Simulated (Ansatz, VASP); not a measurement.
Si in VASP and in Ansatz

```
Si
1.0
    -3.28196    3.28196    3.15265
     3.28196   -3.28196    3.15265
     3.28196    3.28196   -3.15265
Si
8
Cartesian
  0.6658 0.6658 0.6395
  -0.6658 2.6162 0.6395
  0.6658 -0.6658 2.5131
  2.6162 0.6658 -0.6395
  2.6162 2.6162 2.5131
  0.6658 3.9477 -0.6395
  -0.6658 0.6658 3.7922
  3.9477 -0.6658 0.6395
```

Alike in both runs: task single point; functional PBE; k mesh 10 × 10 × 10; occupations gaussian, width 0.15 eV; no spin polarisation.

```csv
,VASP,Ansatz
version,VASP 6.6.1,Ansatz 0.2.0
potentials or method,"VASP PAW PBE potentials, release 64 (Si), cutoff 520 eV","scalar-relativistic, plane waves, PAW"
valence electrons in the cell,32,32
```

```tsv
	VASP	Ansatz	Ansatz less VASP
gap on the k mesh at the Fermi level (eV)	none	none	-
pressure (GPa)	9.5	9.6	+0.09
traceless stress, the component that is largest in VASP (GPa)	4.41	4.41	-0.003
rms of the force components (eV/Å)	0.316	0.318	+0.0018
```

Atom by atom the forces differ by 0.002 eV/Å (rms over components). A gap of «none» marks a metal or a gap that the smearing closes.
